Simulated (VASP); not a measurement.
# Si (P6/mmm) in VASP: a series of runs

Si is run at these levels: LDA; tasks: single point.

Program: VASP 6.6.1. These are calculated values, not measurements. Logs are shortened: lines on timing, memory, paths and dates and some standing lists are left out, and cuts for length are marked.

### 1 The cell of the first run

It takes space group P6/mmm (No. 191, hexagonal). Conventional cell: a = 2.621 Å, b = 2.621 Å, c = 2.417 Å, α = 90.00°, β = 90.00°, γ = 120.00°. Si (site symmetry 6/mmm) has 8 Si at 2.42 to 2.62 Å within 3.2 Å.

This isn't the form of Si at room conditions, which is diamond.

### 2 Single point, LDA (strain -0.0200 x Voigt [0, 0, 1, 0, 0, 0])

INCAR reads:

```
PREC = Accurate
ENCUT = 520
EDIFF = 1E-6
ISMEAR = 0
SIGMA = 0.15
LREAL = F
LASPH = T
NELM = 80
ALGO = Normal
ISIF = 2
LWAVE = F
LCHARG = F
GGA = CA
NBANDS = 8
```

KPOINTS reads:

```
Automatic mesh
0
Gamma
  24 24 20
```

POSCAR reads:

```
Si
1.0
    2.6205428149      0.0000000000      0.0000000000
   -1.3102714075      2.2694566494      0.0000000000
    0.0000000000      0.0000000000      2.4170273022
Si
1
Direct
    0.0000000000      0.0000000000      0.0000000000
```

Potentials or basis: VASP PAW LDA potentials, release 64 (Si).

Started as:

```console
cat potpaw_LDA.64/Si/POTCAR > POTCAR
mpirun -np 1 vasp_std > vasp.out
```

OUTCAR:

```text
PREC = Accurate
   ENCUT = 520
   EDIFF = 1E-6
   ISMEAR = 0
   LREAL = F
   LASPH = T
   NELM = 80
   ISIF = 2
   GGA = CA

 ion  position               nearest neighbor table
   1  0.000  0.000  0.000-

  LATTYP: Found a hexagonal cell.
 ALAT       =     2.6205428149
 C/A-ratio  =     0.9223384134

  Lattice vectors:

 A1 = (   2.6205428149,   0.0000000000,   0.0000000000)
 A2 = (  -1.3102714075,   2.2694566494,   0.0000000000)
 A3 = (   0.0000000000,   0.0000000000,   2.4170273022)

Analysis of symmetry for initial positions (statically):
=====================================================================
 Subroutine PRICEL returns:
 Original cell was already a primitive cell.

 Routine SETGRP: Setting up the symmetry group for a
 hexagonal supercell.

 Subroutine GETGRP returns: Found 24 space group operations
 (whereof 24 operations were pure point group operations)
 out of a pool of 24 trial point group operations.

The static configuration has the point symmetry D_6h.

Analysis of symmetry for dynamics (positions and initial velocities):
=====================================================================
 Subroutine PRICEL returns:
 Original cell was already a primitive cell.

 Routine SETGRP: Setting up the symmetry group for a
 hexagonal supercell.

 Subroutine GETGRP returns: Found 24 space group operations
 (whereof 24 operations were pure point group operations)
 out of a pool of 24 trial point group operations.

The dynamic configuration has the point symmetry D_6h.

 Subroutine INISYM returns: Found 24 space group operations
 (whereof 24 operations are pure point group operations),
 and found     1 'primitive' translations

----------------------------------------------------------------------------------------

                                     Primitive cell

  volume of cell :      14.3746

  direct lattice vectors                    reciprocal lattice vectors
     2.620542815  0.000000000  0.000000000     0.381600329  0.220317053  0.000000000
    -1.310271407  2.269456649  0.000000000     0.000000000  0.440634105  0.000000000
     0.000000000  0.000000000  2.417027302     0.000000000  0.000000000  0.413731363

  length of vectors
     2.620542815  2.620542815  2.417027302     0.440634105  0.440634105  0.413731363

  position of ions in fractional coordinates (direct lattice)
     0.000000000  0.000000000  0.000000000

  ion indices of the primitive-cell ions
   primitive index   ion index
                 1           1

----------------------------------------------------------------------------------------

 KPOINTS: Automatic mesh

Automatic generation of k-mesh.
 Grid dimensions read from file:
 generate k-points for:   24   24   20

 Generating k-lattice:

  Cartesian coordinates                     Fractional coordinates (reciprocal lattice)
     0.015900014  0.009179877  0.000000000     0.041666667  0.000000000  0.000000000
     0.000000000  0.018359754  0.000000000     0.000000000  0.041666667  0.000000000
     0.000000000  0.000000000  0.020686568     0.000000000  0.000000000  0.050000000

  Length of vectors
     0.018359754  0.018359754  0.020686568

  Shift w.r.t. Gamma in fractional coordinates (k-lattice)
     0.000000000  0.000000000  0.000000000

 Subroutine IBZKPT returns following result:
 ===========================================

 Found    671 irreducible k-points:

 Following reciprocal coordinates:
            Coordinates               Weight
  0.000000  0.000000  0.000000      1.000000
  0.041667  0.000000  0.000000      6.000000
  0.083333  0.000000  0.000000      6.000000
  0.125000 -0.000000  0.000000      6.000000
  0.166667  0.000000  0.000000      6.000000
  0.208333 -0.000000  0.000000      6.000000
[... 16 lines left out ...]
  0.416667  0.041667  0.000000     12.000000
  0.458333  0.041667  0.000000     12.000000
 [... further k-points ...]
   k-points           NKPTS =    671   k-points in BZ     NKDIM =    671   number of bands    NBANDS=      8
   number of dos      NEDOS =    301   number of ions     NIONS =      1
   total plane-waves  NPLWV =   7200
   dimension x,y,z NGX =    20 NGY =   20 NGZ =   18
   dimension x,y,z NGXF=    40 NGYF=   40 NGZF=   36
   ions per type =               1
   NGX,Y,Z   is equivalent  to a cutoff of  12.69, 12.69, 12.38 a.u.
   NGXF,Y,Z  is equivalent  to a cutoff of  25.38, 25.38, 24.76 a.u.
 SYSTEM =  unknown system
   PREC   = accura    normal or accurate (medium, high low for compatibility)
   ISTART =      0    job   : 0-new  1-cont  2-samecut
   ICHARG =      2    charge: 1-file 2-atom 10-const
   ISPIN  =      1    spin polarized calculation?
   LNONCOLLINEAR =      F non collinear calculations
   LSORBIT =      F    spin-orbit coupling
   LASPH  =      T    aspherical Exc in radial PAW
   ENCUT  =  520.0 eV  38.22 Ry    6.18 a.u.   4.87  4.87  4.49*2*pi/ulx,y,z
   NELM   =     80;   NELMIN=  2; NELMDL= -5     # of ELM steps
   EDIFF  = 0.1E-05   stopping-criterion for ELM
   LREAL  =      F    real-space projection
   EDIFFG = 0.1E-04   stopping-criterion for IOM
   NSW    =      0    number of steps for IOM
   IBRION =     -1    ionic relax: 0-MD 1-quasi-New 2-CG
   NFREE  =      0    steps in history (QN), initial steepest desc. (CG)
   ISIF   =      2    stress and relaxation
   ISYM   =      2    0-nonsym 1-usesym 2-fastsym
   POTIM  = 0.5000    time-step for ionic-motion
   TEBEG  =    0.0;   TEEND  =   0.0 temperature during run
   PSTRESS=    0.0 pullay stress
   NELECT =       4.0000    total number of electrons
   NUPDOWN=      -1.0000    fix difference up-down
   EMIN   =  10.00;   EMAX   =-10.00  energy-range for DOS
   EFERMI =   0.00;   METHOD = LEGACY
   ISMEAR =     0;   SIGMA  =   0.15  broadening in eV -4-tet -1-fermi 0-gaus
   EFERMI_NEDOS =   21; number of points for ismear=-14 and -15
   IALGO  =     38    algorithm
   IMIX   =      4    mixing-type and parameters
     AMIX     =   0.40;   BMIX     =  1.00
     AMIX_MAG =   1.60;   BMIX_MAG =  1.00
  volume/ion in A,a.u.               =      14.37        97.00
  Fermi-wavevector in a.u.,A,eV,Ry     =   1.068800  2.019740 15.542401  1.142334
  Thomas-Fermi vector in A             =   2.204460
   LORBIT       =      0    0 simple, 1 ext, 2 COOP (PROOUT), +10 PAW based schemes
   GGA     = CA    functional components
   LHFCALC =     F    Hartree Fock is set to
   AEXX    =    0.0000 exact exchange contribution
   IVDW    =     0    specifies the selected vdW correction
   LEPSILON=     F    determine dielectric tensor
   LRPA    =     F    only Hartree local field effects (RPA)
 non-spin polarized calculation
 Gauss-broadening in eV      SIGMA  =   0.15
  energy-cutoff  :      520.00
  volume of cell :       14.37
 maximum number of plane-waves:       405
 NGX is ok and might be reduce to    20
   NGX =  9   NGY =  9   NGZ =  9

 number of electron       4.0000000 magnetization

 Free energy of the ion-electron system (eV)
  ---------------------------------------------------
  ext. energy  EPLUGINS =         0.00000000
  ---------------------------------------------------
  free energy    TOTEN  =        -5.73527904 eV

  energy without entropy =       -5.73064005  energy(sigma->0) =       -5.73295955

 E-fermi :   9.9606     XC(G=0): -11.2309

 val. band max:        9.9465491206   @ k =   0.4167   0.0417   0.4000
 cond. band min:       9.9610088332   @ k =   0.3333   0.1667   0.0000
 fundamental gap:      0.0144597126
 Fermi energy:         9.9606357717

 k-point     1 :       0.0000    0.0000    0.0000
  band No.  band energies     occupation
      1      -4.3417      2.00000
      2      17.6569      0.00000
      3      18.6420      0.00000
      4      19.9757      0.00000
      5      19.9757      0.00000
      6      22.0428      0.00000
      7      22.0428      0.00000
      8      27.5481      0.00000

 k-point     2 :       0.0417    0.0000    0.0000
  band No.  band energies     occupation
      1      -4.2931      2.00000
      2      17.4044      0.00000
      3      18.6823      0.00000
      4      19.6020      0.00000
      5      19.6960      0.00000
      6      22.0610      0.00000
      7      22.5004      0.00000
      8      28.0856      0.00000

 k-point     3 :       0.0833    0.0000    0.0000
  band No.  band energies     occupation
      1      -4.1474      2.00000
      2      16.5995      0.00000
      3      18.8029      0.00000
      4      18.8981      0.00000
      5      19.1760      0.00000
      6      22.1198      0.00000
      7      23.4558      0.00000
      8      29.3796      0.00000

 k-point     4 :       0.1250   -0.0000    0.0000
  band No.  band energies     occupation
      1      -3.9047      2.00000
      2      15.3315      0.00000
      3      18.1707      0.00000
      4      18.7172      0.00000
      5      19.0037      0.00000
      6      22.2499      0.00000
      7      24.6008      0.00000
      8      30.4790      0.00000

 k-point     5 :       0.1667    0.0000    0.0000
  band No.  band energies     occupation
      1      -3.5657      2.00000
      2      13.8369      0.00000
      3      17.4920      0.00000
      4      18.3075      0.00000
      5      19.2841      0.00000
      6      22.4833      0.00000
      7      25.8608      0.00000
      8      31.2660      0.00000

 k-point     6 :       0.2083   -0.0000    0.0000
  band No.  band energies     occupation
      1      -3.1308      2.00000
      2      12.2718      0.00000
      3      16.8823      0.00000
      4      17.9129      0.00000
      5      19.6432      0.00000
      6      22.8326      0.00000
      7      27.2112      0.00000
      8      32.0148      0.00000

 k-point     7 :       0.2500   -0.0000    0.0000
  band No.  band energies     occupation
      1      -2.6011      2.00000
      2      10.7094      0.00000
      3      16.3491      0.00000
      4      17.5353      0.00000
      5      20.0795      0.00000
      6      23.2961      0.00000
      7      28.6373      0.00000
      8      31.4189      0.00000

 k-point     8 :       0.2917    0.0000    0.0000
  band No.  band energies     occupation
      1      -1.9775      2.00000
      2       9.1856      2.00000
      3      15.8956      0.00000
      4      17.1887      0.00000
      5      20.5902      0.00000
      6      23.8654      0.00000
      7      30.1234      0.00000
      8      30.2214      0.00000

 k-point     9 :       0.3333   -0.0000    0.0000
  band No.  band energies     occupation
      1      -1.2619      2.00000
      2       7.7197      2.00000
      3      15.5235      0.00000
      4      16.8874      0.00000
      5      21.1704      0.00000
      6      24.5289      0.00000
      7      29.0546      0.00000
      8      31.6453      0.00000

 k-point    10 :       0.3750   -0.0000    0.0000
  band No.  band energies     occupation
      1      -0.4568      2.00000
      2       6.3243      2.00000
      3      15.2336      0.00000
      4      16.6426      0.00000
      5      21.8097      0.00000
      6      25.2693      0.00000
      7      27.9451      0.00000
      8      31.7682      0.00000
[... 78 lines left out ...]
 k-point    18 :       0.2083    0.0417    0.0000
  band No.  band energies     occupation
      1      -2.8416      2.00000
      2      11.5130      0.00000
      3      15.6826      0.00000
      4      18.6035      0.00000
      5      19.8816      0.00000
      6      23.0973      0.00000
      7      27.6720      0.00000
      8      32.0102      0.00000

 k-point    19 :       0.2500    0.0417    0.0000
  band No.  band energies     occupation
      1      -2.2649      2.00000
      2       9.9711      0.92121
      3      15.1808      0.00000
      4      18.2774      0.00000
      5      20.3553      0.00000
      6      23.6075      0.00000
      7      29.0827      0.00000
      8      30.8224      0.00000

 k-point    20 :       0.2917    0.0417    0.0000
  band No.  band energies     occupation
      1      -1.5953      2.00000
      2       8.4765      2.00000
      3      14.7627      0.00000
      4      17.9757      0.00000
      5      20.9012      0.00000
      6      24.2214      0.00000
      7      29.6469      0.00000
      8      30.5256      0.00000

 k-point    21 :       0.3333    0.0417    0.0000
  band No.  band energies     occupation
      1      -0.8346      2.00000
      2       7.0456      2.00000
      3      14.4276      0.00000
      4      17.7172      0.00000
      5      21.5122      0.00000
      6      24.9236      0.00000
      7      28.5119      0.00000
      8      31.7189      0.00000

 k-point    22 :       0.3750    0.0417    0.0000
  band No.  band energies     occupation
      1       0.0133      2.00000
      2       5.6901      2.00000
      3      14.1757      0.00000
      4      17.5145      0.00000
      5      22.1721      0.00000
      6      25.6899      0.00000
      7      27.4482      0.00000
      8      31.3085      0.00000

 k-point    23 :       0.4167    0.0417    0.0000
  band No.  band energies     occupation
      1       0.9386      2.00000
      2       4.4245      2.00000
      3      14.0075      0.00000
      4      17.3754      0.00000
      5      22.8366      0.00000
      6      26.4656      0.00000
      7      26.5097      0.00000
      8      30.4372      0.00000

 k-point    24 :       0.4583    0.0417    0.0000
  band No.  band energies     occupation
      1       1.8770      2.00000
      2       3.3153      2.00000
      3      13.9233      0.00000
      4      17.3048      0.00000
      5      23.3537      0.00000
      6      25.8542      0.00000
      7      27.0743      0.00000
      8      29.7511      0.00000

 [... further k-points ...]

------------------------ aborting loop because EDIFF is reached ----------------------------------------

  FORCE on cell =-STRESS in cart. coord.  units (eV):
  Direction    XX          YY          ZZ          XY          YZ          ZX
  --------------------------------------------------------------------------------------
  -------------------------------------------------------------------------------------
  Total        0.0270049      0.0270049      0.4625308     -0.0000000      0.0000000      0.0000000
  in kB        3.0099401      3.0099401     51.5533080     -0.0000000      0.0000000      0.0000000
  external PRESSURE =      19.1910627 kB  Pullay stress =       0.0000000 kB

 VOLUME and BASIS-vectors are now :
 -----------------------------------------------------------------------------
  energy-cutoff  :      520.00
  volume of cell :       14.37
      direct lattice vectors                 reciprocal lattice vectors
     2.620542815  0.000000000  0.000000000     0.381600329  0.220317053  0.000000000
    -1.310271407  2.269456649  0.000000000     0.000000000  0.440634105  0.000000000
     0.000000000  0.000000000  2.417027302     0.000000000  0.000000000  0.413731363

 POSITION                                       TOTAL-FORCE (eV/Angst)
 -----------------------------------------------------------------------------------
      0.00000      0.00000      0.00000        -0.000000      0.000000      0.000000
 -----------------------------------------------------------------------------------
    total drift:                                0.000000      0.000000      0.000000

  FREE ENERGIE OF THE ION-ELECTRON SYSTEM (eV)
  ---------------------------------------------------
  free  energy   TOTEN  =        -5.7352790383 eV

  energy  without entropy=       -5.7306400524  energy(sigma->0) =       -5.73295955
```

Run time: 52 s. Hardware: 1 thread of Intel Xeon 8259CL, shared host; peak memory 0.17 GiB.

Results:

| Quantity | Value |
| --- | --- |
| Free energy | -5.7353 eV |
| Pressure | 1.9 GPa |
| Band gap on the k mesh | zero (bands 2 and 3 overlap by 12.43 eV) |

Stress tensor (GPa, compression positive):
```
0.30 0.00 0.00
0.00 0.30 0.00
0.00 0.00 5.16
```

Caveat: the cell differs from its parent crystal (strain -0.0200 x Voigt [0, 0, 1, 0, 0, 0]).

### 3 Single point, LDA (strain -0.0100 x Voigt [0, 0, 1, 0, 0, 0])

INCAR reads:

```
SYSTEM = Si
  PREC = Accurate
  ENCUT = 520
  EDIFF = 1E-7
  ISMEAR = 0
  SIGMA = 0.15
  LREAL = .FALSE.
  LASPH = .TRUE.
  NELM = 100
  ALGO = Normal
  ISIF = 2
  LWAVE = .FALSE.
  LCHARG = .TRUE.
  LELF = .TRUE.
  LVHAR = .TRUE.
  NBANDS = 8
```

KPOINTS reads:

```
regular mesh
0
G
  24 24 20
  0 0 0
```

POSCAR: that of step 2 with these lines changed.

```diff
@@ -4,3 +4,3 @@
    -1.3102714075      2.2694566494      0.0000000000
-    0.0000000000      0.0000000000      2.4170273022
+    0.0000000000      0.0000000000      2.4416908461
 Si
```

Potentials or basis: VASP PAW LDA potentials, release 64 (Si).

Started as:

```console
cat potpaw_LDA.64/Si/POTCAR > POTCAR
mpirun -np 1 vasp_std > vasp.out
```

Run time: 62 s. Hardware: 1 thread of Intel Xeon 8259CL, shared host; peak memory 0.17 GiB.

The run converged. Its results:

```
Free energy            : -5.7385 eV
Pressure               : 0.5 GPa
Band gap on the k mesh : zero (bands 2 and 3 overlap by 12.26 eV)
```

Stress tensor (GPa, compression positive):
```
-0.20  0.00  0.00
 0.00 -0.20  0.00
 0.00  0.00  1.95
```

Levels at points of the mesh, in eV from the Fermi level:
```csv
k point,band 1,band 2,band 3,band 4,band 5,band 6
"(0.00, 0.00, 0.00)",-14.21,7.60,8.28,10.10,10.10,12.15
"(0.50, 0.00, 0.00)",-7.76,-6.88,4.98,6.43,13.06,15.42
"(0.00, 0.00, 0.50)",-9.16,-7.27,13.79,13.79,14.99,14.99
"(0.50, 0.00, 0.50)",-2.88,-2.22,-1.86,1.43,8.74,12.30
```

Caveat: the cell differs from its parent crystal (strain -0.0100 x Voigt [0, 0, 1, 0, 0, 0]).

### 4 Single point, LDA (strain -0.0150 x Voigt [0, 0, 1, 0, 0, 0])

INCAR reads:

```
SYSTEM = Si
PREC     = Accurate       ! precision mode
ENCUT    = 520            ! plane-wave cutoff, eV
EDIFF    = 1E-6           ! SCF threshold, eV
ISMEAR   = 0              ! smearing method
SIGMA    = 0.15           ! smearing width, eV
LREAL    = .False.        ! projectors in reciprocal space
LASPH    = .True.         ! aspherical terms in the spheres
NELM     = 60             ! most SCF steps
ALGO     = Normal         ! electronic algorithm
ISIF     = 2              ! what is computed and relaxed
LWAVE    = .False.        ! write WAVECAR
LCHARG   = .False.        ! write CHGCAR
NBANDS   = 8              ! bands
```

KPOINTS reads:

```
regular mesh
0
Gamma
  24 24 20
  0 0 0
```

POSCAR: that of step 3 with these lines changed.

```diff
@@ -4,3 +4,3 @@
    -1.3102714075      2.2694566494      0.0000000000
-    0.0000000000      0.0000000000      2.4416908461
+    0.0000000000      0.0000000000      2.4293590741
 Si
```

Started as:

```console
cat potpaw_LDA.64/Si/POTCAR > POTCAR
mpirun -np 1 vasp_std > vasp.out
```

Wall time 72 s (1 thread of Intel Xeon 8259CL, shared host); peak memory 0.16 GiB.

It converged, with:

| Quantity | Value |
| --- | --- |
| Free energy | -5.7373 eV |
| Pressure | 1.2 GPa |
| Band gap on the k mesh | zero (bands 2 and 3 overlap by 12.35 eV) |

Stress tensor (GPa, compression positive):
```
0.04 0.00 0.00
0.00 0.04 0.00
0.00 0.00 3.52
```

Levels at points of the mesh, in eV from the Fermi level:
```
           k point  band 1  band 2  band 3  band 4  band 5  band 6  band 7
(0.00, 0.00, 0.00)  -14.26    7.65    8.48   10.06   10.06   12.12   12.12
(0.50, 0.00, 0.00)   -7.81   -6.92    4.94    6.39   13.25   15.58   17.10
(0.00, 0.00, 0.50)   -9.11   -7.30   13.82   13.82   15.01   15.01   16.28
(0.50, 0.00, 0.50)   -2.84   -2.27   -1.80    1.40    8.78   12.25   12.48
```

Caveat: the cell differs from its parent crystal (strain -0.0150 x Voigt [0, 0, 1, 0, 0, 0]).

### 5 Summary

| cell | gap on the mesh (eV) | pressure (GPa) |
| --- | --- | --- |
| a = 2.621, b = 2.621, c = 2.417 Å, angles 90.0, 90.0, 120.0°, 1 atom | none | 1.9 |
| a = 2.621, b = 2.621, c = 2.442 Å, angles 90.0, 90.0, 120.0°, 1 atom | none | 0.5 |
| a = 2.621, b = 2.621, c = 2.429 Å, angles 90.0, 90.0, 120.0°, 1 atom | none | 1.2 |

Alike in all rows: task single point; level LDA; potentials or basis VASP PAW LDA potentials, release 64 (Si); no spin polarisation; k mesh 24 × 24 × 20; cutoff (eV) 520; smearing gaussian 0.15 eV.

Total energies depend on the potentials used, so only differences within one code and one set of settings carry meaning.
